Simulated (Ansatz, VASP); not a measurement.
**Fe: VASP beside Ansatz**

```
Fe
1.0
     0.00000    2.83135   -2.83135
    -2.83135    0.00000    2.83135
     1.41568    1.41568    1.41568
Fe
3
Direct
  0.00000 0.00000 0.00000
  0.33333 0.66667 0.33333
  0.66667 0.33333 0.66667
```

Alike in both runs: task single point; functional PBE; k mesh 11 × 11 × 15; occupations fermi-dirac, width 0.1 eV; collinear spin.

|  | VASP | Ansatz |
| --- | --- | --- |
| version | VASP 6.6.1 | Ansatz 0.2.0 |
| potentials or method | VASP PAW PBE potentials, release 64 (Fe), cutoff 520 eV | all-electron LAPW, scalar-relativistic |

Ansatz gave:

```
pressure (GPa)                                                : 0.0
net moment per atom (μB)                                      : 2.16
size of the moment on the site where the two differ most (μB) : 2.21
```

Task: Estimate VASP's values.

Result: Pressure (GPa): 0.1; net moment per atom (μB): 2.18; size of the moment on the site where the two differ most (μB): 2.18.

Site moments also hang on the region over which each program counts them. Ansatz ran all-electron here, and VASP with PAW potentials.
